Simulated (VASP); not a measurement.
# ZnO (P6_3mc) in VASP: single point with PBEsol

Aim: the single point of ZnO with PBEsol.

Everything below comes from runs of VASP 6.6.1. Logs are shortened: lines on timing, memory, paths and dates and some standing lists are left out, and cuts for length are marked.

**The experiment to reproduce.**

From “Electronic structure of alkaline earth and post-transition metal oxides”, 2009, arxiv:0908.1581, for a bulk crystal of ZnO: band gap 3.37 eV.

The runs below are set against these values where they give the same quantity.

## 1. The cell of the first run

It takes space group P6_3mc (No. 186, hexagonal). The conventional cell has a = 3.230 Å, b = 3.230 Å, c = 5.214 Å, α = 90.00°, β = 90.00°, γ = 120.00°. Zn (site symmetry 3m) has 4 O at 1.97 to 1.98 Å within 2.6 Å. Within 2.6 Å of O (site symmetry 3m) lie 4 Zn at 1.97 to 1.98 Å.

## 2. Single point, PBEsol

The input, INCAR:

```
  PREC = Accurate
  ENCUT = 520
  EDIFF = 1E-6
  ISMEAR = 0
  SIGMA = 0.05
  LREAL = False
  LASPH = True
  NELM = 80
  ALGO = Normal
  ISIF = 2
  LWAVE = False
  LCHARG = False
  GGA = PS
  ISYM = 0
  NBANDS = 46
  KPAR = 4
```

The input, KPOINTS:

```
regular mesh
0
Gamma
  12 12 4
```

The input, POSCAR:

```
ZnO
1.0
    3.2300235096      0.0000000000      0.0000000000
   -1.6150117548      2.7972824142      0.0000000000
    0.0000000000      0.0000000000     10.4285945712
Zn O
4 4
Direct
    0.3333333333      0.6666666667      0.0007921564
    0.3333333333      0.6666666667      0.5007921564
    0.6666666667      0.3333333333      0.2507921564
    0.6666666667      0.3333333333      0.7507921564
    0.3333333333      0.6666666667      0.1902578436
    0.3333333333      0.6666666667      0.6902578436
    0.6666666667      0.3333333333      0.4402578436
    0.6666666667      0.3333333333      0.9402578436
```

Potentials or basis: VASP PAW PBE potentials, release 64 (Zn, O).

Command:

```
$ cat potpaw_PBE.64/Zn/POTCAR potpaw_PBE.64/O/POTCAR > POTCAR
$ mpirun -np 4 vasp_std > vasp.out
```

OUTCAR:

```text
PREC = Accurate
   ENCUT = 520
   EDIFF = 1E-6
   ISMEAR = 0
   LREAL = False
   LASPH = True
   NELM = 80
   ISIF = 2
   GGA = PS
   ISYM = 0

 ion  position               nearest neighbor table
   1  0.333  0.667  0.001-   8 1.97   8 1.97   8 1.97   5 1.98
   2  0.333  0.667  0.501-   7 1.97   7 1.97   7 1.97   6 1.98
   3  0.667  0.333  0.251-   5 1.97   5 1.97   5 1.97   7 1.98
   4  0.667  0.333  0.751-   6 1.97   6 1.97   6 1.97   8 1.98
   5  0.333  0.667  0.190-   3 1.97   3 1.97   3 1.97   1 1.98
   6  0.333  0.667  0.690-   4 1.97   4 1.97   4 1.97   2 1.98
   7  0.667  0.333  0.440-   2 1.97   2 1.97   2 1.97   3 1.98
   8  0.667  0.333  0.940-   1 1.97   1 1.97   1 1.97   4 1.98

IMPORTANT INFORMATION: All symmetrisations will be switched off!
NOSYMM: (Re-)initialisation of all symmetry stuff for point group C_1.

----------------------------------------------------------------------------------------

                                     Primitive cell

  volume of cell :      94.2254

  direct lattice vectors                    reciprocal lattice vectors
     3.230023510  0.000000000  0.000000000     0.309595270  0.178744912  0.000000000
    -1.615011755  2.797282414  0.000000000     0.000000000  0.357489825  0.000000000
     0.000000000  0.000000000 10.428594571     0.000000000  0.000000000  0.095890198

  length of vectors
     3.230023510  3.230023510 10.428594571     0.357489825  0.357489825  0.095890198

  position of ions in fractional coordinates (direct lattice)
     0.333333333  0.666666667  0.000792156
     0.333333333  0.666666667  0.500792156
     0.666666667  0.333333333  0.250792156
     0.666666667  0.333333333  0.750792156
     0.333333333  0.666666667  0.190257844
     0.333333333  0.666666667  0.690257844
     0.666666667  0.333333333  0.440257844
     0.666666667  0.333333333  0.940257844

  ion indices of the primitive-cell ions
   primitive index   ion index
                 1           1
                 2           2
                 3           3
                 4           4
                 5           5
                 6           6
                 7           7
                 8           8

----------------------------------------------------------------------------------------

 KPOINTS: regular mesh

Automatic generation of k-mesh.
 Grid dimensions read from file:
 generate k-points for:   12   12    4

 Generating k-lattice:

  Cartesian coordinates                     Fractional coordinates (reciprocal lattice)
     0.025799606  0.014895409  0.000000000     0.083333333  0.000000000  0.000000000
     0.000000000  0.029790819  0.000000000     0.000000000  0.083333333  0.000000000
     0.000000000  0.000000000  0.023972550     0.000000000  0.000000000  0.250000000

  Length of vectors
     0.029790819  0.029790819  0.023972550

  Shift w.r.t. Gamma in fractional coordinates (k-lattice)
     0.000000000  0.000000000  0.000000000

 Subroutine IBZKPT returns following result:
 ===========================================

 Found    292 irreducible k-points:

 Following reciprocal coordinates:
            Coordinates               Weight
  0.000000  0.000000  0.000000      1.000000
  0.083333  0.000000  0.000000      2.000000
  0.000000  0.083333  0.000000      2.000000
 -0.083333  0.083333  0.000000      2.000000
  0.166667  0.000000  0.000000      2.000000
  0.000000  0.166667  0.000000      2.000000
[... 16 lines left out ...]
  0.166667  0.083333  0.000000      2.000000
 -0.083333  0.250000  0.000000      2.000000
 [... further k-points ...]
   k-points           NKPTS =    292   k-points in BZ     NKDIM =    292   number of bands    NBANDS=     46
   number of dos      NEDOS =    301   number of ions     NIONS =      8
   total plane-waves  NPLWV =  46080
   dimension x,y,z NGX =    24 NGY =   24 NGZ =   80
   dimension x,y,z NGXF=    48 NGYF=   48 NGZF=  160
   ions per type =               4   4
   NGX,Y,Z   is equivalent  to a cutoff of  12.35, 12.35, 12.75 a.u.
   NGXF,Y,Z  is equivalent  to a cutoff of  24.71, 24.71, 25.51 a.u.
 SYSTEM =  unknown system
   PREC   = accura    normal or accurate (medium, high low for compatibility)
   ISTART =      0    job   : 0-new  1-cont  2-samecut
   ICHARG =      2    charge: 1-file 2-atom 10-const
   ISPIN  =      1    spin polarized calculation?
   LNONCOLLINEAR =      F non collinear calculations
   LSORBIT =      F    spin-orbit coupling
   LASPH  =      T    aspherical Exc in radial PAW
   ENCUT  =  520.0 eV  38.22 Ry    6.18 a.u.   6.01  6.01 19.39*2*pi/ulx,y,z
   NELM   =     80;   NELMIN=  2; NELMDL= -5     # of ELM steps
   EDIFF  = 0.1E-05   stopping-criterion for ELM
   LREAL  =      F    real-space projection
   EDIFFG = 0.1E-04   stopping-criterion for IOM
   NSW    =      0    number of steps for IOM
   IBRION =     -1    ionic relax: 0-MD 1-quasi-New 2-CG
   NFREE  =      0    steps in history (QN), initial steepest desc. (CG)
   ISIF   =      2    stress and relaxation
   ISYM   =      0    0-nonsym 1-usesym 2-fastsym
   POTIM  = 0.5000    time-step for ionic-motion
   TEBEG  =    0.0;   TEEND  =   0.0 temperature during run
   PSTRESS=    0.0 pullay stress
   NELECT =      72.0000    total number of electrons
   NUPDOWN=      -1.0000    fix difference up-down
   EMIN   =  10.00;   EMAX   =-10.00  energy-range for DOS
   EFERMI =   0.00;   METHOD = LEGACY
   ISMEAR =     0;   SIGMA  =   0.05  broadening in eV -4-tet -1-fermi 0-gaus
   EFERMI_NEDOS =   21; number of points for ismear=-14 and -15
   IALGO  =     38    algorithm
   IMIX   =      4    mixing-type and parameters
     AMIX     =   0.40;   BMIX     =  1.00
     AMIX_MAG =   1.60;   BMIX_MAG =  1.00
  volume/ion in A,a.u.               =      11.78        79.48
  Fermi-wavevector in a.u.,A,eV,Ry     =   1.496683  2.828320 30.477854  2.240059
  Thomas-Fermi vector in A             =   2.608668
   LORBIT       =      0    0 simple, 1 ext, 2 COOP (PROOUT), +10 PAW based schemes
   GGA     = PS    functional components
   LHFCALC =     F    Hartree Fock is set to
   AEXX    =    0.0000 exact exchange contribution
   IVDW    =     0    specifies the selected vdW correction
   LEPSILON=     F    determine dielectric tensor
   LRPA    =     F    only Hartree local field effects (RPA)
 non-spin polarized calculation
 Gauss-broadening in eV      SIGMA  =   0.05
  energy-cutoff  :      520.00
  volume of cell :       94.23
 maximum number of plane-waves:      2574
   NGX = 13   NGY = 13   NGZ = 39

 number of electron      72.0000044 magnetization

 Free energy of the ion-electron system (eV)
  ---------------------------------------------------
  ext. energy  EPLUGINS =         0.00000000
  ---------------------------------------------------
  free energy    TOTEN  =       -38.82133529 eV

  energy without entropy =      -38.82133529  energy(sigma->0) =      -38.82133529

 E-fermi :   1.4017     XC(G=0): -11.2413

 val. band max:        1.1474234907   @ k =   0.0000   0.0000   0.0000
 cond. band min:       1.8375360982   @ k =   0.0000   0.0000   0.0000
 fundamental gap:      0.6901126075
 Fermi energy:         1.4017471550

 k-point     1 :       0.0000    0.0000    0.0000
  band No.  band energies     occupation
      1     -16.9828      2.00000
      2     -16.6164      2.00000
      3     -16.6164      2.00000
      4     -16.2274      2.00000
      5      -4.8733      2.00000
      6      -4.8733      2.00000
[... 38 lines left out ...]
     45      13.9808      0.00000
     46      14.2713      0.00000

 k-point     2 :       0.0833    0.0000    0.0000
  band No.  band energies     occupation
      1     -16.9427      2.00000
      2     -16.5857      2.00000
      3     -16.5857      2.00000
      4     -16.2093      2.00000
      5      -4.8956      2.00000
      6      -4.8956      2.00000
[... 38 lines left out ...]
     45      13.7820      0.00000
     46      13.7821      0.00000

 k-point     3 :       0.0000    0.0833    0.0000
  band No.  band energies     occupation
      1     -16.9427      2.00000
      2     -16.5857      2.00000
      3     -16.5857      2.00000
      4     -16.2093      2.00000
      5      -4.8956      2.00000
      6      -4.8956      2.00000
[... 38 lines left out ...]
     45      13.7820      0.00000
     46      13.7821      0.00000

 k-point     4 :      -0.0833    0.0833    0.0000
  band No.  band energies     occupation
      1     -16.9427      2.00000
      2     -16.5857      2.00000
      3     -16.5857      2.00000
      4     -16.2093      2.00000
      5      -4.8956      2.00000
      6      -4.8956      2.00000
[... 920 lines left out ...]
     45      13.1832      0.00000
     46      13.1832      0.00000

 k-point    23 :       0.1667    0.0833    0.0000
  band No.  band energies     occupation
      1     -16.7264      2.00000
      2     -16.4269      2.00000
      3     -16.4269      2.00000
      4     -16.1213      2.00000
      5      -4.9902      2.00000
      6      -4.9902      2.00000
[... 38 lines left out ...]
     45      12.6359      0.00000
     46      12.6360      0.00000

 k-point    24 :      -0.0833    0.2500    0.0000
  band No.  band energies     occupation
      1     -16.7264      2.00000
      2     -16.4269      2.00000
      3     -16.4269      2.00000
      4     -16.1213      2.00000
      5      -4.9902      2.00000
      6      -4.9902      2.00000
[... 38 lines left out ...]
     45      12.6359      0.00000
     46      12.6360      0.00000

 [... further k-points ...]
[... 5 lines left out ...]
  --------------------------------------------------------------------------------------
  -------------------------------------------------------------------------------------
  Total        0.5716070      0.5714498      0.5726201     -0.0001382     -0.0000012      0.0000014
  in kB        9.7194204      9.7167460      9.7366456     -0.0023500     -0.0000211      0.0000241
  external PRESSURE =       9.7242707 kB  Pullay stress =       0.0000000 kB

 VOLUME and BASIS-vectors are now :
 -----------------------------------------------------------------------------
  energy-cutoff  :      520.00
  volume of cell :       94.23
      direct lattice vectors                 reciprocal lattice vectors
     3.230023510  0.000000000  0.000000000     0.309595270  0.178744912  0.000000000
    -1.615011755  2.797282414  0.000000000     0.000000000  0.357489825  0.000000000
     0.000000000  0.000000000 10.428594571     0.000000000  0.000000000  0.095890198

 POSITION                                       TOTAL-FORCE (eV/Angst)
 -----------------------------------------------------------------------------------
     -0.00000      1.86485      0.00826         0.000008     -0.000004      0.001570
     -0.00000      1.86485      5.22256         0.000008     -0.000004      0.001561
      1.61501      0.93243      2.61541        -0.000008      0.000005      0.001566
      1.61501      0.93243      7.82971        -0.000008      0.000005      0.001576
     -0.00000      1.86485      1.98412         0.000005     -0.000003     -0.001574
     -0.00000      1.86485      7.19842         0.000005     -0.000004     -0.001576
      1.61501      0.93243      4.59127        -0.000006      0.000002     -0.001552
      1.61501      0.93243      9.80557        -0.000005      0.000003     -0.001572
 -----------------------------------------------------------------------------------
    total drift:                               -0.000001      0.000000      0.004199

  FREE ENERGIE OF THE ION-ELECTRON SYSTEM (eV)
  ---------------------------------------------------
  free  energy   TOTEN  =       -38.8213352920 eV

  energy  without entropy=      -38.8213352920  energy(sigma->0) =      -38.82133529
```

It took 5.3 min on 4 MPI ranks of Oxide Virtual Turin-like, shared host; peak memory 0.87 GiB.

What came out:

* Free energy: -38.8213 eV
* Pressure: 1.0 GPa
* Band gap on the k mesh: 0.69 eV

Caveat: semilocal functionals underestimate gaps, and a narrow one can read as zero; the PAW data sets were made with another functional, which shifts forces and pressure a little.

## 3. How close it comes

Step 2. Measured gap of ZnO: 3.37 eV (quoted in “Electronic structure of alkaline earth and post-transition metal oxides”, 2009, arxiv:0908.1581). This calculation gives 0.69 eV (-2.68 eV). So large a miss can be the level of theory's own, or it may mean another phase, state or a wrong row. The value is that of PBEsol on a finite k mesh, which can miss the band edges, without temperature or zero-point motion. Semilocal functionals fall short of measured gaps as a rule.
